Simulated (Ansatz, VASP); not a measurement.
GaSe: VASP beside Ansatz

```xyz
8
Lattice="3.8236 0.0000 0.0000 -1.9118 3.3113 0.0000 0.0000 0.0000 16.2322" Properties=species:S:1:pos:R:3 pbc="T T T"
Ga    0.0000    2.2075   15.0066
Ga    1.9118    1.1038    6.8905
Ga    0.0000    2.2075    9.3418
Ga    1.9118    1.1038    1.2256
Se    0.0000    2.2075    2.5277
Se    1.9118    1.1038   10.6438
Se    0.0000    2.2075    5.5884
Se    1.9118    1.1038   13.7045
```

Change from the starting cell: volume scaled by 1.06, ions relaxed.

Alike in both runs: functional PBE; k mesh 14 × 14 × 3; occupations fermi-dirac, width 0.05 eV; no spin polarisation.

Ansatz relaxed the structure, and its values are those at the end. VASP's run is a single point on that final structure, the one shown.

|  | VASP | Ansatz |
| --- | --- | --- |
| version | VASP 6.6.1 | Ansatz 0.2.0 |
| potentials or method | VASP PAW PBE potentials, release 64 (Ga_d, Se) | plane-wave PAW, scalar-relativistic |
| plane-wave cutoff (eV) | 500 | 420 |
| valence electrons in the cell | 76 | 116 |

Ansatz gave:

| Quantity | Value |
| --- | --- |
| pressure (GPa) | -0.7 |
| rms of the force components (eV/Å) | 0.001 |

Question: What did VASP give for the same quantities?

Answer: Pressure (GPa): -0.6; rms of the force components (eV/Å): 0.012.

VASP's potentials hold 76 valence electrons a cell and Ansatz's 116, so a difference there can come from the potentials and not from the codes. Ansatz's warnings: stress scf threshold loose.
